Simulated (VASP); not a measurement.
Write the native input for VASP 6.6.1 that does the following.

* Task: single point
* Functional: r2SCAN
* Potentials or basis: VASP PAW PBE potentials, release 64 (Pb_d, I)
* Cutoff: 550 eV
* k mesh: 6 × 6 × 4
* Occupations: gaussian, width 0.01 eV
* Spin: no spin polarisation
* Dipole correction: no
* Further INCAR settings: ALGO = Normal; EDIFF = 1e-06; NBANDS = 21

Crystal: PbI2.

```
Pb I
1.0
     4.56408    0.00000    0.00000
    -2.28204    3.95261    0.00000
     0.00000    0.00000    7.04751
Pb I
1 2
Cartesian
  0.0000 0.0000 0.0000
  0.0000 2.6351 1.8796
  2.2820 1.3175 5.1679
```

The input as run:

POSCAR

```
PbI2
1.0
    4.5640817087      0.0000000000      0.0000000000
   -2.2820408544      3.9526107047      0.0000000000
    0.0000000000      0.0000000000      7.0475121431
Pb I
1 2
Direct
    0.0000000000      0.0000000000      0.0000000000
    0.3333333333      0.6666666667      0.2667067994
    0.6666666667      0.3333333333      0.7332932006
```

INCAR.step1

```
SYSTEM = PbI2
  ALGO = Normal
  EDIFF = 1E-5
  ENCUT = 550
  GGA = PE
  GGA_COMPAT = .FALSE.
  ISMEAR = 0
  LASPH = .TRUE.
  LCHARG = .FALSE.
  LREAL = .FALSE.
  LWAVE = .TRUE.
  NBANDS = 21
  NELM = 120
  PREC = Accurate
  SIGMA = 0.01
```

INCAR.step2

```
SYSTEM = PbI2
  ALGO = Normal
  EDIFF = 1E-6
  ENCUT = 550
  GGA_COMPAT = .FALSE.
  ISIF = 2
  ISMEAR = 0
  ISTART = 1
  LASPH = .TRUE.
  LCHARG = .FALSE.
  LMIXTAU = .TRUE.
  LREAL = .FALSE.
  LWAVE = .FALSE.
  METAGGA = R2SCAN
  NBANDS = 21
  NELM = 120
  PREC = Accurate
  SIGMA = 0.01
```

KPOINTS

```
k-points
0
G
  6 6 4
  0 0 0
```

Potentials or basis: VASP PAW PBE potentials, release 64 (Pb_d, I).

Launch:

```console
$ cat potpaw_PBE.64/Pb_d/POTCAR potpaw_PBE.64/I/POTCAR > POTCAR
$ cp INCAR.step1 INCAR
$ mpirun -np 1 vasp_std > vasp.out
$ cp INCAR.step2 INCAR
$ mpirun -np 1 vasp_std > vasp.out
```

It gave:

The pressure is 0.7 GPa and the largest force is 0.004 eV/Å. The band gap on the k mesh is 2.62 eV.

Caveat: the PAW data sets were made with another functional, which shifts forces and pressure a little; spin-orbit coupling is left out, which moves the levels of the heavy elements.

Wall time 6.6 min on 1 thread of Intel Xeon 8259CL, on a shared host, peak memory 0.31 GiB.
